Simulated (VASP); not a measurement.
Here is a VASP 6.6.1 calculation.

The input INCAR:

```
ALGO = Normal ; EDIFF = 1E-6
ENCUT = 520 ; GGA = CA
ISIF = 2 ; ISMEAR = 0
LASPH = True ; LCHARG = True
LELF = True ; LREAL = False
LVHAR = True ; LWAVE = False
NBANDS = 20 ; NELM = 60
PREC = Accurate ; SIGMA = 0.05
```

Contents of KPOINTS:

```
k-points
0
Gamma
  12 12 4
```

File POSCAR:

```
Al2O3
1.0
    2.7760839405      0.0000000000      0.0000000000
   -1.3880419702      2.4041592155      0.0000000000
    0.0000000000      0.0000000000      8.1806068824
Al O
2 3
Direct
    0.0000000000      0.0000000000      0.2779510000
    0.0000000000      0.0000000000      0.7220490000
    0.3333333333      0.6666666667      0.1994540000
    0.6666666667      0.3333333333      0.8005460000
    0.0000000000      0.0000000000      0.5000000000
```

Potentials or basis: VASP PAW LDA potentials, release 64 (Al, O).

Run with:

```console
$ cat potpaw_LDA.64/Al/POTCAR potpaw_LDA.64/O/POTCAR > POTCAR
$ mpirun -np 1 vasp_std > vasp.out
```

Question: Predict the largest force.

Answer: 4.424 eV/Å.

Question: Estimate the band gap on the k mesh.

Answer: 0.88 eV.

Forces in eV/Å, atoms in the order of the input:
```
Al   0.000  0.000  4.424
Al   0.000  0.000 -4.424
O    0.000  0.000 -0.685
O    0.000  0.000  0.685
O    0.000  0.000  0.000
```

Caveat: the cell differs from its parent crystal (strain -0.080 along x and y, +0.080 along z); forces of over 1 eV/Å act on the atoms, so gaps and moduli don't describe the material at rest. A k mesh can miss the band edges.
